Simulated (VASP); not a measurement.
A run of VASP 6.6.1:

The input INCAR:

```
ALGO = Fast ; EDIFF = 1E-7
ENCUT = 520 ; GGA = PS
ISIF = 2 ; ISMEAR = 0
ISYM = 0 ; LASPH = T
LCHARG = F ; LREAL = F
LWAVE = F ; NBANDS = 8
NELM = 80 ; PREC = Accurate
SIGMA = 0.1
```

KPOINTS

```
k-points
0
Gamma
  10 8 37
```

Contents of POSCAR:

```
Al
1.0
    4.0155561815      0.0000000000      0.0000000000
   -2.0077780908      4.4895282947      0.0000000000
    0.0000000000     -2.6937169768      0.8979056589
Al
1
Direct
    0.0000000000      0.0000000000      0.0000000000
```

Potentials or basis: VASP PAW PBE potentials, release 64 (Al).

The run is started by

```sh
$ cat potpaw_PBE.64/Al/POTCAR > POTCAR
$ mpirun -np 1 vasp_std > vasp.out
```

Hardware: 1 thread of Intel Xeon 8259CL (shared host).

Q: How long does it take, and how much memory?

A: Wall time 10 min on 1 thread of Intel Xeon 8259CL (shared host), peak memory 0.31 GiB. Counts: scf iterations 13, k points 1482.
